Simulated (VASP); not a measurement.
## BeSe: relaxation of the atoms with PBE

The system is BeSe.

```
Be Se
1.0
     0.00000    2.53500    2.53500
     2.53500    0.00000    2.53500
     2.53500    2.53500    0.00000
Be Se
1 1
Direct
  0.00000 0.00000 0.00000
  0.25000 0.25000 0.25000
```

| Quantity | Value |
| --- | --- |
| Program | VASP 6.6.1 |
| Task | relaxation of the atoms |
| Functional | PBE |
| Potentials or basis | VASP PAW PBE potentials, release 64 (Be, Se) |
| Cutoff | 520 eV |
| k mesh | 6 × 6 × 6 |
| Occupations | fermi-dirac, width 0.02 eV |
| Spin | no spin polarisation |
| Dipole correction | no |
| Further INCAR settings | ALGO = Normal; EDIFF = 1e-07; IBRION = 2; EDIFFG = -0.02; NSW = 80 |

```yaml
Pressure_after_relaxing: 5.6 GPa
Band_gap_on_the_k_mesh: 2.52 eV, indirect (least direct gap 4.69 eV)
```

Final structure:
```
CELL_PARAMETERS angstrom
0.00000 2.53500 2.53500
2.53500 0.00000 2.53500
2.53500 2.53500 0.00000
ATOMIC_POSITIONS crystal
Be 0.00000 0.00000 0.00000
Se 0.25000 0.25000 0.25000
```

Levels at points of the mesh, in eV from the valence-band top:
```csv
k point,band 1,band 2,band 3,band 4,band 5,band 6,band 7,band 8
"(0.00, 0.00, 0.00)",-14.09,0.00,0.00,0.00,4.69,5.00,5.00,5.00
"(0.50, 0.00, 0.00)",-12.63,-6.00,-1.14,-1.14,4.49,5.97,5.97,10.12
"(0.50, 0.50, 0.00)",-12.13,-5.31,-2.82,-2.82,2.52,4.17,12.07,12.07
```

Wall time 12 s on 1 thread of Intel Xeon 8259CL, on a shared host, peak memory 0.15 GiB.

Caveat: the relaxation stopped at its first step, so nothing moved. A k mesh can miss the band edges.
